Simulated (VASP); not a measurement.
The system is KF.

```
CELL_PARAMETERS angstrom
-0.08863 2.57033 2.57033
2.57033 -0.08863 2.57033
2.57033 2.57033 -0.08863
ATOMIC_POSITIONS crystal
K 0.00000 0.00000 0.00000
F 0.50000 0.50000 0.50000
```

This cell differs from its parent crystal: strain along [111] -5.0%.

Program: VASP 6.6.1. Alike in all runs: task single point; potentials or basis VASP PAW PBE potentials, release 64 (K_sv, F); no spin polarisation; cell as given; cutoff (eV) 520. Hardware: 1 thread of Intel(R) Xeon(R) 6975P-C (Granite Rapids), on a shared host.

Problem. Order these runs on this cell by their wall time, lowest first.
A. level PBE; k mesh 4 × 4 × 4; smearing gaussian 0.01 eV
B. level r2SCAN; k mesh 8 × 8 × 8; smearing gaussian 0.01 eV
C. level PBE; k mesh 8 × 8 × 8; smearing fermi-dirac 0.02 eV

Solution. A (4.1 s), C (14 s), B (56 s).

Caveats: some runs use coarse meshes.
